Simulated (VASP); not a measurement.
# LiNbO3 (R3c) in VASP: further runs

The runs below take LiNbO3 through single point, with PBE.

Everything below comes from runs of VASP 6.6.1. Logs are shortened: lines on timing, memory, paths and dates and some standing lists are left out, and cuts for length are marked.

## 1. The cell of the first run

Symmetry: R3c, No. 161, trigonal system. Conventional cell: a = 5.151 Å, b = 5.151 Å, c = 13.865 Å, α = 90.00°, β = 90.00°, γ = 120.00°. Within 2.7 Å of Li (site symmetry 3) lie 6 O at 2.07 to 2.24 Å. Within 2.5 Å of Nb (site symmetry 3) lie 6 O at 1.88 to 2.12 Å. Within 2.5 Å of O (site symmetry 1) lie 2 Nb at 1.88 to 2.12 Å and 2 Li at 2.07 to 2.24 Å.

## 2. Single point, PBE

INCAR

```
PREC = Accurate ; ENCUT = 520
EDIFF = 1E-6 ; ISMEAR = 0
SIGMA = 0.01 ; LREAL = False
LASPH = True ; NELM = 100
ALGO = Normal ; ISIF = 2
LWAVE = False ; LCHARG = False
GGA = PE ; NBANDS = 45
```

KPOINTS

```
Automatic mesh
0
Gamma
  4 4 4
```

POSCAR

```
LiNbO3
1.0
    2.5756485575      1.4870513880      4.6218000000
   -2.5756485575      1.4870513880      4.6218000000
    0.0000000000     -2.9741027760      4.6218000000
Li Nb O
2 2 6
Direct
    0.3021000000      0.3021000000      0.3021000000
    0.8021000000      0.8021000000      0.8021000000
    0.0192000000      0.0192000000      0.0192000000
    0.5192000000      0.5192000000      0.5192000000
    0.1311000000      0.3783000000      0.7405000000
    0.7405000000      0.1311000000      0.3783000000
    0.3783000000      0.7405000000      0.1311000000
    0.2405000000      0.8783000000      0.6311000000
    0.8783000000      0.6311000000      0.2405000000
    0.6311000000      0.2405000000      0.8783000000
```

Potentials or basis: VASP PAW PBE potentials, release 64 (Li_sv, Nb_sv, O).

Started as:

```
> cat potpaw_PBE.64/Li_sv/POTCAR potpaw_PBE.64/Nb_sv/POTCAR potpaw_PBE.64/O/POTCAR > POTCAR
> mpirun -np 1 vasp_std > vasp.out
```

OUTCAR:

```text
PREC = Accurate
   ENCUT = 520
   EDIFF = 1E-6
   ISMEAR = 0
   LREAL = False
   LASPH = True
   NELM = 100
   ISIF = 2
   GGA = PE

 ion  position               nearest neighbor table
   1  0.302  0.302  0.302-   8 2.07  10 2.07   9 2.07   5 2.24   7 2.24   6 2.24
   2  0.802  0.802  0.802-   7 2.07   6 2.07   5 2.07   9 2.24   8 2.24  10 2.24
   3  0.019  0.019  0.019-   5 1.88   6 1.88   7 1.88   9 2.12   8 2.12  10 2.12
   4  0.519  0.519  0.519-   9 1.88  10 1.88   8 1.88   5 2.12   7 2.12   6 2.12
   5  0.131  0.378  0.740-   3 1.88   2 2.07   4 2.12   1 2.24
   6  0.740  0.131  0.378-   3 1.88   2 2.07   4 2.12   1 2.24
   7  0.378  0.740  0.131-   3 1.88   2 2.07   4 2.12   1 2.24
   8  0.240  0.878  0.631-   4 1.88   1 2.07   3 2.12   2 2.24
   9  0.878  0.631  0.240-   4 1.88   1 2.07   3 2.12   2 2.24
  10  0.631  0.240  0.878-   4 1.88   1 2.07   3 2.12   2 2.24

  LATTYP: Found a trigonal (rhomboedric) cell.
 ALAT       =     5.4960278895
 COS(alpha) =     0.5607564954

  Lattice vectors:

 A1 = (   2.5756485575,   1.4870513880,   4.6218000000)
 A2 = (  -2.5756485575,   1.4870513880,   4.6218000000)
 A3 = (   0.0000000000,  -2.9741027760,   4.6218000000)

Analysis of symmetry for initial positions (statically):
=====================================================================
 Subroutine PRICEL returns:
 Original cell was already a primitive cell.

 Routine SETGRP: Setting up the symmetry group for a
 trigonal (rhombohedral) supercell.

 Subroutine GETGRP returns: Found  6 space group operations
 (whereof  3 operations were pure point group operations)
 out of a pool of 12 trial point group operations.

The static configuration has the point symmetry C_3 .
 The point group associated with its full space group is C_3v.

Analysis of symmetry for dynamics (positions and initial velocities):
=====================================================================
 Subroutine PRICEL returns:
 Original cell was already a primitive cell.

 Routine SETGRP: Setting up the symmetry group for a
 trigonal (rhombohedral) supercell.

 Subroutine GETGRP returns: Found  6 space group operations
 (whereof  3 operations were pure point group operations)
 out of a pool of 12 trial point group operations.

The dynamic configuration has the point symmetry C_3 .
 The point group associated with its full space group is C_3v.

 Subroutine INISYM returns: Found  6 space group operations
 (whereof  3 operations are pure point group operations),
 and found     1 'primitive' translations

----------------------------------------------------------------------------------------

                                     Primitive cell

  volume of cell :     106.2123

  direct lattice vectors                    reciprocal lattice vectors
     2.575648558  1.487051388  4.621800000     0.194125863  0.112078619  0.072121973
    -2.575648558  1.487051388  4.621800000    -0.194125863  0.112078619  0.072121973
     0.000000000 -2.974102776  4.621800000     0.000000000 -0.224157239  0.072121973

  length of vectors
     5.496027890  5.496027890  5.496027890     0.235474089  0.235474089  0.235474089

  position of ions in fractional coordinates (direct lattice)
     0.302100000  0.302100000  0.302100000
     0.802100000  0.802100000  0.802100000
     0.019200000  0.019200000  0.019200000
     0.519200000  0.519200000  0.519200000
     0.131100000  0.378300000  0.740500000
     0.740500000  0.131100000  0.378300000
     0.378300000  0.740500000  0.131100000
     0.240500000  0.878300000  0.631100000
     0.878300000  0.631100000  0.240500000
     0.631100000  0.240500000  0.878300000

  ion indices of the primitive-cell ions
   primitive index   ion index
                 1           1
                 2           2
                 3           3
                 4           4
                 5           5
                 6           6
                 7           7
                 8           8
                 9           9
                10          10

----------------------------------------------------------------------------------------

 KPOINTS: Automatic mesh

Automatic generation of k-mesh.
 Grid dimensions read from file:
 generate k-points for:    4    4    4

 Generating k-lattice:

  Cartesian coordinates                     Fractional coordinates (reciprocal lattice)
     0.048531466  0.028019655  0.018030493     0.250000000  0.000000000  0.000000000
    -0.048531466  0.028019655  0.018030493     0.000000000  0.250000000  0.000000000
     0.000000000 -0.056039310  0.018030493     0.000000000  0.000000000  0.250000000

  Length of vectors
     0.058868522  0.058868522  0.058868522

  Shift w.r.t. Gamma in fractional coordinates (k-lattice)
     0.000000000  0.000000000  0.000000000

 Subroutine IBZKPT returns following result:
 ===========================================

 Found     13 irreducible k-points:

 Following reciprocal coordinates:
            Coordinates               Weight
  0.000000  0.000000  0.000000      1.000000
  0.250000  0.000000  0.000000      6.000000
  0.500000  0.000000  0.000000      3.000000
  0.250000  0.250000  0.000000      6.000000
  0.500000  0.250000  0.000000     12.000000
 -0.250000  0.250000  0.000000      6.000000
  0.500000  0.500000  0.000000      3.000000
  0.250000  0.250000  0.250000      2.000000
  0.500000  0.250000  0.250000      6.000000
 -0.250000  0.250000  0.250000      6.000000
  0.500000  0.500000  0.250000      6.000000
 -0.250000  0.500000  0.250000      6.000000
  0.500000  0.500000  0.500000      1.000000
   k-points           NKPTS =     13   k-points in BZ     NKDIM =     13   number of bands    NBANDS=     45
   number of dos      NEDOS =    301   number of ions     NIONS =     10
   total plane-waves  NPLWV =  74088
   dimension x,y,z NGX =    42 NGY =   42 NGZ =   42
   dimension x,y,z NGXF=    84 NGYF=   84 NGZF=   84
   ions per type =               2   2   6
   NGX,Y,Z   is equivalent  to a cutoff of  12.70, 12.70, 12.70 a.u.
   NGXF,Y,Z  is equivalent  to a cutoff of  25.41, 25.41, 25.41 a.u.
 SYSTEM =  unknown system
   PREC   = accura    normal or accurate (medium, high low for compatibility)
   ISTART =      0    job   : 0-new  1-cont  2-samecut
   ICHARG =      2    charge: 1-file 2-atom 10-const
   ISPIN  =      1    spin polarized calculation?
   LNONCOLLINEAR =      F non collinear calculations
   LSORBIT =      F    spin-orbit coupling
   LASPH  =      T    aspherical Exc in radial PAW
   ENCUT  =  520.0 eV  38.22 Ry    6.18 a.u.  10.22 10.22 10.22*2*pi/ulx,y,z
   NELM   =    100;   NELMIN=  2; NELMDL= -5     # of ELM steps
   EDIFF  = 0.1E-05   stopping-criterion for ELM
   LREAL  =      F    real-space projection
   EDIFFG = 0.1E-04   stopping-criterion for IOM
   NSW    =      0    number of steps for IOM
   IBRION =     -1    ionic relax: 0-MD 1-quasi-New 2-CG
   NFREE  =      0    steps in history (QN), initial steepest desc. (CG)
   ISIF   =      2    stress and relaxation
   ISYM   =      2    0-nonsym 1-usesym 2-fastsym
   POTIM  = 0.5000    time-step for ionic-motion
   TEBEG  =    0.0;   TEEND  =   0.0 temperature during run
   PSTRESS=    0.0 pullay stress
   NELECT =      68.0000    total number of electrons
   NUPDOWN=      -1.0000    fix difference up-down
   EMIN   =  10.00;   EMAX   =-10.00  energy-range for DOS
   EFERMI =   0.00;   METHOD = LEGACY
   ISMEAR =     0;   SIGMA  =   0.01  broadening in eV -4-tet -1-fermi 0-gaus
   EFERMI_NEDOS =   21; number of points for ismear=-14 and -15
   IALGO  =     38    algorithm
   IMIX   =      4    mixing-type and parameters
     AMIX     =   0.40;   BMIX     =  1.00
     AMIX_MAG =   1.60;   BMIX_MAG =  1.00
  volume/ion in A,a.u.               =      10.62        71.68
  Fermi-wavevector in a.u.,A,eV,Ry     =   1.410976  2.666357 27.087184  1.990852
  Thomas-Fermi vector in A             =   2.532874
   LORBIT       =      0    0 simple, 1 ext, 2 COOP (PROOUT), +10 PAW based schemes
   GGA     = PE    functional components
   LHFCALC =     F    Hartree Fock is set to
   AEXX    =    0.0000 exact exchange contribution
   IVDW    =     0    specifies the selected vdW correction
   LEPSILON=     F    determine dielectric tensor
   LRPA    =     F    only Hartree local field effects (RPA)
 non-spin polarized calculation
 Gauss-broadening in eV      SIGMA  =   0.01
  energy-cutoff  :      520.00
  volume of cell :      106.21
 maximum number of plane-waves:      2904
 NGX is ok and might be reduce to    42
   NGX = 21   NGY = 21   NGZ = 21

 number of electron      68.0000016 magnetization

 Free energy of the ion-electron system (eV)
  ---------------------------------------------------
  ext. energy  EPLUGINS =         0.00000000
  ---------------------------------------------------
  free energy    TOTEN  =       -80.00614981 eV

  energy without entropy =      -80.00614981  energy(sigma->0) =      -80.00614981

 E-fermi :   3.6712     XC(G=0): -10.7978

 val. band max:        3.5510440560   @ k =   0.0000   0.0000   0.0000
 cond. band min:       7.1139137279   @ k =   0.0000   0.0000   0.0000
 fundamental gap:      3.5628696719
 Fermi energy:         3.6711696978

 k-point     1 :       0.0000    0.0000    0.0000
  band No.  band energies     occupation
      1     -50.6112      2.00000
      2     -50.5958      2.00000
      3     -39.0630      2.00000
      4     -39.0605      2.00000
      5     -26.9169      2.00000
      6     -26.9169      2.00000
[... 37 lines left out ...]
     44      13.6299      0.00000
     45      13.7504      0.00000

 k-point     2 :       0.2500    0.0000    0.0000
  band No.  band energies     occupation
      1     -50.6089      2.00000
      2     -50.5980      2.00000
      3     -39.0627      2.00000
      4     -39.0609      2.00000
      5     -26.8971      2.00000
      6     -26.8944      2.00000
[... 37 lines left out ...]
     44      13.4300      0.00000
     45      13.4712      0.00000

 k-point     3 :       0.5000    0.0000    0.0000
  band No.  band energies     occupation
      1     -50.6034      2.00000
      2     -50.6034      2.00000
      3     -39.0618      2.00000
      4     -39.0618      2.00000
      5     -26.8433      2.00000
      6     -26.8433      2.00000
[... 37 lines left out ...]
     44      12.7146      0.00000
     45      13.7317      0.00000

 k-point     4 :       0.2500    0.2500    0.0000
  band No.  band energies     occupation
      1     -50.6086      2.00000
      2     -50.5983      2.00000
      3     -39.0626      2.00000
      4     -39.0609      2.00000
      5     -26.9224      2.00000
      6     -26.8906      2.00000
[... 373 lines left out ...]
     44      13.0182      0.00000
     45      13.5872      0.00000

 k-point    12 :      -0.2500    0.5000    0.2500
  band No.  band energies     occupation
      1     -50.6034      2.00000
      2     -50.6034      2.00000
      3     -39.0618      2.00000
      4     -39.0618      2.00000
      5     -26.9179      2.00000
      6     -26.9179      2.00000
[... 37 lines left out ...]
     44      12.7780      0.00000
     45      14.0748      0.00000

 k-point    13 :       0.5000    0.5000    0.5000
  band No.  band energies     occupation
      1     -50.6035      2.00000
      2     -50.6035      2.00000
      3     -39.0618      2.00000
      4     -39.0618      2.00000
      5     -26.8378      2.00000
      6     -26.8378      2.00000
[... 37 lines left out ...]
     44      12.6665      0.00000
     45      12.7547      0.00000

------------------------ aborting loop because EDIFF is reached ----------------------------------------

  FORCE on cell =-STRESS in cart. coord.  units (eV):
  Direction    XX          YY          ZZ          XY          YZ          ZX
  --------------------------------------------------------------------------------------
  -------------------------------------------------------------------------------------
  Total        2.8015349      2.8015349      2.8220925      0.0000000     -0.0000000      0.0000000
  in kB       42.2602091     42.2602091     42.5703137      0.0000000     -0.0000000      0.0000000
  external PRESSURE =      42.3635773 kB  Pullay stress =       0.0000000 kB

 VOLUME and BASIS-vectors are now :
 -----------------------------------------------------------------------------
  energy-cutoff  :      520.00
  volume of cell :      106.21
      direct lattice vectors                 reciprocal lattice vectors
     2.575648558  1.487051388  4.621800000     0.194125863  0.112078619  0.072121973
    -2.575648558  1.487051388  4.621800000    -0.194125863  0.112078619  0.072121973
     0.000000000 -2.974102776  4.621800000     0.000000000 -0.224157239  0.072121973

 POSITION                                       TOTAL-FORCE (eV/Angst)
 -----------------------------------------------------------------------------------
      0.00000      0.00000      4.18874        -0.000000     -0.000000     -0.029068
      0.00000      0.00000     11.12144        -0.000000     -0.000000     -0.029068
      0.00000      0.00000      0.26622        -0.000000     -0.000000     -0.024071
      0.00000      0.00000      7.19892        -0.000000     -0.000000     -0.024071
     -0.63670     -1.44482      5.77679        -0.160491      0.117658      0.017713
      1.56960      0.17101      5.77679        -0.021649     -0.197818      0.017713
     -0.93290      1.27381      5.77679         0.182140      0.080160      0.017713
     -1.64275     -0.21324      8.08769        -0.182140      0.080160      0.017713
      0.63670      1.52928      8.08769         0.160491      0.117658      0.017713
      1.00605     -1.31604      8.08769         0.021649     -0.197818      0.017713
 -----------------------------------------------------------------------------------
    total drift:                               -0.000000      0.000001      0.000524

  FREE ENERGIE OF THE ION-ELECTRON SYSTEM (eV)
  ---------------------------------------------------
  free  energy   TOTEN  =       -80.0061498098 eV

  energy  without entropy=      -80.0061498098  energy(sigma->0) =      -80.00614981
```

It took 80 s on 1 thread of Intel Xeon Platinum 8488C (Sapphire Rapids), shared host; peak memory 0.27 GiB.

What came out:

| Property | Result |
| --- | --- |
| Free energy | -80.0061 eV |
| Largest force | 0.200 eV/Å |
| Band gap on the k mesh | 3.56 eV, direct |

Forces on the atoms (eV/Å):
```
Li   0.000  0.000 -0.029
Li   0.000  0.000 -0.029
Nb   0.000  0.000 -0.024
Nb   0.000  0.000 -0.024
O   -0.160  0.118  0.018
O   -0.022 -0.198  0.018
O    0.182  0.080  0.018
O   -0.182  0.080  0.018
O    0.160  0.118  0.018
O    0.022 -0.198  0.018
```

Caveat: the cutoff is under 1.25 times the usual one of these potentials, so pressure, stress and relaxed cells hold a basis-set (Pulay) error. A k mesh can miss the band edges.

## 3. Single point, PBE

This run uses another cell than the first one, of 10.93 Å³/atom, 1.029 times its volume.

INCAR

```
SYSTEM = LiNbO3
ALGO     = Normal         ! electronic algorithm
EDIFF    = 1E-7           ! SCF threshold, eV
ENCUT    = 520            ! plane-wave cutoff, eV
GGA      = PE             ! functional
ISIF     = 2              ! what is computed and relaxed
ISMEAR   = 0              ! smearing method
LASPH    = .True.         ! aspherical terms in the spheres
LCHARG   = .False.        ! write CHGCAR
LREAL    = .False.        ! projectors in reciprocal space
LWAVE    = .False.        ! write WAVECAR
NBANDS   = 45             ! bands
NELM     = 100            ! most SCF steps
PREC     = Accurate       ! precision mode
SIGMA    = 0.01           ! smearing width, eV
```

KPOINTS

```
k-points
0
Gamma
  4 4 4
  0 0 0
```

POSCAR

```
LiNbO3
1.0
    2.5915570108      1.4962361378      4.6968206426
   -2.5915570108      1.4962361378      4.6968206426
    0.0000000000     -2.9924722756      4.6968206426
Li Nb O
2 2 6
Direct
    0.3018691135      0.3018691135      0.3018691135
    0.8018691135      0.8018691135      0.8018691135
    0.0203395017      0.0203395017      0.0203395017
    0.5203395017      0.5203395017      0.5203395017
    0.1302162097      0.3777925838      0.7409825914
    0.7409825914      0.1302162097      0.3777925838
    0.3777925838      0.7409825914      0.1302162097
    0.2409825914      0.8777925838      0.6302162097
    0.8777925838      0.6302162097      0.2409825914
    0.6302162097      0.2409825914      0.8777925838
```

Potentials or basis: VASP PAW PBE potentials, release 64 (Li_sv, Nb_sv, O).

Started as:

```
> cat potpaw_PBE.64/Li_sv/POTCAR potpaw_PBE.64/Nb_sv/POTCAR potpaw_PBE.64/O/POTCAR > POTCAR
> mpirun -np 1 vasp_std > vasp.out
```

It took 97 s on 1 thread of Intel Xeon Platinum 8488C (Sapphire Rapids), shared host; peak memory 0.27 GiB.

It converged, with:

```yaml
Free_energy: -80.0401 eV
Largest_force: 0.026 eV/Å
Band_gap_on_the_k_mesh: 3.55 eV, indirect (least direct gap 3.58 eV)
```

Forces on the atoms (eV/Å):
```
Li   0.000  0.000  0.002
Li   0.000  0.000  0.002
Nb   0.000  0.000 -0.026
Nb   0.000  0.000 -0.026
O    0.008  0.002  0.008
O   -0.006  0.006  0.008
O   -0.002 -0.008  0.008
O    0.002 -0.008  0.008
O   -0.008  0.002  0.008
O    0.006  0.006  0.008
```

Levels at points of the mesh, in eV from the valence-band top:
```csv
k point,band 30,band 31,band 32,band 33,band 34,band 35,band 36,band 37,band 38,band 39
"(0.00, 0.00, 0.00)",-0.70,-0.70,-0.51,0.00,0.00,3.58,3.58,4.06,5.07,5.07
"(0.50, 0.00, 0.00)",-0.45,-0.30,-0.30,-0.22,-0.22,3.82,3.82,4.63,4.63,4.84
"(0.50, 0.50, 0.00)",-1.01,-0.69,-0.67,-0.50,-0.19,3.66,4.09,4.51,4.58,5.14
"(0.50, 0.50, 0.50)",-0.61,-0.31,-0.31,-0.31,-0.31,4.56,4.56,4.75,4.75,4.75
```

Caveat: the cutoff is under 1.25 times the usual one of these potentials, so pressure, stress and relaxed cells hold a basis-set (Pulay) error.
